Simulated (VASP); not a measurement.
Runs of VASP 6.6.1 on NaCl. The structure is that of space group Pm-3m (No. 221), or close to it. The cells are those of the table. 

```csv
task,cell,gap on the mesh (eV),pressure (GPa)
electric field gradients,"a = 2.860 Å, angles 89.4°, 2 atoms",4.20,60.1
electric field gradients,"a = 2.889, b = 2.889, c = 2.860 Å, 2 atoms",(a),55.3
electric field gradients,"a = 2.860, b = 2.860, c = 2.889 Å, 2 atoms",4.20,57.7
electric field gradients,"a = 2.860 Å, angles 90.6°, 2 atoms",4.20,60.1
electric field gradients,"a = 2.860, b = 2.860, c = 2.946 Å, 2 atoms",4.18,53.2
single point,"a = 2.860 Å, angles 89.4°, 2 atoms",4.20,60.1
single point,"a = 2.860 Å, angles 90.6°, 2 atoms",4.21,60.1
single point,"a = 2.860 Å, angles 88.8°, 2 atoms",4.21,60.3
electric field gradients,"a = 2.831, b = 2.831, c = 2.860 Å, 2 atoms",(b),65.2
electric field gradients,"a = 2.860 Å, angles 88.8°, 2 atoms",4.21,60.3
```

Alike in all rows: level PBEsol; potentials or basis VASP PAW PBE potentials, release 64 (Na_pv, Cl); no spin polarisation; k mesh 8 × 8 × 8; cutoff (eV) 520; smearing fermi-dirac 0.02 eV.

Estimate the missing entries.

(a) 4.19; (b) 4.07.

Caveats: the cell stands under pressure; the PAW data sets were made with another functional, which shifts forces and pressure a little.

A k mesh can miss the band edges.
